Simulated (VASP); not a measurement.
A run of VASP 6.6.1:

Contents of INCAR:

```
  ALGO = Normal
  EDIFF = 1E-7
  EDIFFG = -0.01
  ENCUT = 600
  IBRION = 2
  ISIF = 3
  ISMEAR = -1
  LASPH = True
  LCHARG = False
  LREAL = False
  LWAVE = False
  NELM = 80
  NSW = 60
  PREC = Accurate
  SIGMA = 0.05
```

KPOINTS

```
k-points
0
Gamma
  5 5 2
```

Contents of POSCAR:

```
Ge2Sb2Te5
1.0
    4.2940644248      0.0000000000      0.0000000000
   -2.1470322124      3.7187688774      0.0000000000
    0.0000000000      0.0000000000     17.1013460000
Te Sb Ge
5 2 2
Direct
    0.6666666667      0.3333333333      0.4198920000
    0.3333333333      0.6666666667      0.5801080000
    0.3333333333      0.6666666667      0.2015420000
    0.6666666667      0.3333333333      0.7984580000
    0.0000000000      0.0000000000      0.0000000000
    0.0000000000      0.0000000000      0.3200680000
    0.0000000000      0.0000000000      0.6799320000
    0.6666666667      0.3333333333      0.1028950000
    0.3333333333      0.6666666667      0.8971050000
```

Potentials or basis: VASP PAW LDA potentials, release 64 (Te, Sb, Ge_d).

Run with:

```bash
$ cat potpaw_LDA.64/Te/POTCAR potpaw_LDA.64/Sb/POTCAR potpaw_LDA.64/Ge_d/POTCAR > POTCAR
$ mpirun -np 1 vasp_std > vasp.out
```

Hardware: 1 thread of Intel(R) Xeon(R) Platinum 8259CL CPU @ 2.50GHz (Skylake/Cascade Lake), on a shared host.

Q: How long does it take, and how much memory?

A: It took 39 min on 1 thread of Intel(R) Xeon(R) Platinum 8259CL CPU @ 2.50GHz (Skylake/Cascade Lake), on a shared host, peak memory 0.46 GiB. Counts: scf iterations 212, k points 10, ion steps 24.
